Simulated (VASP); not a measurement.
Here is a VASP 6.6.1 calculation.

INCAR

```
PREC = Accurate
ENCUT = 520
EDIFF = 1E-6
ISMEAR = 0
SIGMA = 0.01
LREAL = F
LASPH = T
NELM = 80
ALGO = Normal
ISIF = 2
LWAVE = F
LCHARG = F
GGA = PE
IVDW = 12
NBANDS = 18
```

The input KPOINTS:

```
regular mesh
0
Gamma
  12 12 8
```

File POSCAR:

```
PtS2
1.0
    3.5792629520      0.0000000000      0.0000000000
   -1.7896314760      3.0997326433      0.0000000000
    0.0000000000      0.0000000000      4.5336903700
Pt S
1 2
Direct
    0.0000000000      0.0000000000      0.0000000000
    0.3333333333      0.6666666667      0.2650336697
    0.6666666667      0.3333333333      0.7349663303
```

Potentials or basis: VASP PAW PBE potentials, release 64 (Pt, S).

Command:

```sh
$ cat potpaw_PBE.64/Pt/POTCAR potpaw_PBE.64/S/POTCAR > POTCAR
$ mpirun -np 1 vasp_std > vasp.out
```

Q: Predict the dispersion energy per atom.

A: -0.466 eV.

Q: Estimate the pressure.

A: 0.9 GPa.

Q: Predict the largest force.

A: 0.035 eV/Å.

Q: Estimate the band gap on the k mesh.

A: Zero (band 11 reaches 8.59 eV, above the bottom of band 12 at 8.44 eV).

Forces on the atoms (eV/Å):
```
Pt   0.000  0.000  0.000
S    0.000  0.000 -0.035
S    0.000  0.000  0.035
```

Caveat: spin-orbit coupling is left out, which moves the levels of the heavy elements; pairwise dispersion overbinds metals, which lowers pressure and volume.
